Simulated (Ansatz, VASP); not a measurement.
# Cu: VASP beside Ansatz

Contents of INCAR:

```
SYSTEM = Cu
ALGO = Normal
EDIFF = 1E-6
ENCUT = 820
GGA_COMPAT = .FALSE.
ISIF = 2
ISMEAR = 0
LASPH = .TRUE.
LCHARG = .TRUE.
LELF = .TRUE.
LREAL = .FALSE.
LVHAR = .TRUE.
LWAVE = .FALSE.
NBANDS = 16
NELM = 120
PREC = Accurate
SIGMA = 0.15
```

Contents of KPOINTS:

```
k-points
0
G
  24 24 24
  0 0 0
```

Contents of POSCAR:

```
Cu
1.0
   -1.3706536540      1.3706536540      1.3760814500
    1.3706536540     -1.3706536540      1.3760814500
    1.3706536540      1.3706536540     -1.3760814500
Cu
1
Direct
    0.0000000000      0.0000000000      0.0000000000
```

Input for Ansatz:

```yaml
crystal:
  lattice:
    - [-1.370653654, 1.370653654, 1.37608145]
    - [1.370653654, -1.370653654, 1.37608145]
    - [1.370653654, 1.370653654, -1.37608145]
  atoms:
    - { symbol: Cu, position: [0.0, 0.0, 0.0] }
basis:
  ecutwfc: 420
kpoints:
  mp_grid: { grid: [24, 24, 24] }
hamiltonian:
  xc: lda
scf:
  occupations: { method: gaussian, width: 0.15 }
output:
  forces: true
  stress: true
  eigenvalues: true
```

Change from the starting cell: strain -0.0500 x Voigt [1, 1, 0, 0, 0, 0], atoms carried along.

Alike in both runs: task single point; functional LDA; k mesh 24 × 24 × 24; occupations gaussian, width 0.15 eV; no spin polarisation.

|  | VASP | Ansatz |
| --- | --- | --- |
| version | VASP 6.6.1 | Ansatz 0.2.0 |
| potentials or method | VASP PAW LDA potentials, release 64 (Cu_sv_GW), cutoff 820 eV | scalar-relativistic, plane waves, PAW |
| valence electrons in the cell | 19 | 19 |

VASP gave:

- gap on the k mesh at the Fermi level (eV): none
- pressure (GPa): 11.0

Q: What did Ansatz give for the same quantities?

A: gap on the k mesh at the Fermi level (eV): none; pressure (GPa): 11.8.

LDA's correlation is that of Perdew and Zunger in VASP and of Perdew and Wang (1992) in Ansatz. A gap of «none» marks a metal or a gap that the smearing closes.
